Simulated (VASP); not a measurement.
Here is a VASP 6.6.1 calculation.

The input INCAR:

```
SYSTEM = KCl
PREC = Accurate ; ENCUT = 500
EDIFF = 1E-6 ; ISMEAR = 0
SIGMA = 0.01 ; LREAL = .FALSE.
LASPH = .TRUE. ; NELM = 120
ALGO = Normal ; ISIF = 2
LWAVE = .FALSE. ; LCHARG = .TRUE.
GGA = PE ; LELF = .TRUE.
LVHAR = .TRUE. ; NBANDS = 15
GGA_COMPAT = .FALSE.
```

File KPOINTS:

```
regular mesh
0
G
  6 6 6
  0 0 0
```

File POSCAR:

```
KCl
1.0
    0.0000000000      3.5072828324      3.5072828324
    3.5072828324      0.0000000000      3.5072828324
    3.5072828324      3.5072828324      0.0000000000
K Cl
1 1
Direct
    0.0000000000      0.0000000000      0.0000000000
    0.2500000000      0.2500000000      0.2500000000
```

Potentials or basis: VASP PAW PBE potentials, release 64 (K_sv, Cl).

The run is started by

```console
$ cat potpaw_PBE.64/K_sv/POTCAR potpaw_PBE.64/Cl/POTCAR > POTCAR
$ mpirun -np 1 vasp_std > vasp.out
```

Q: Estimate the pressure.

A: 0.3 GPa.

Q: Estimate the band gap on the k mesh.

A: 4.77 eV (least direct gap 4.81 eV).

A k mesh can miss the band edges.
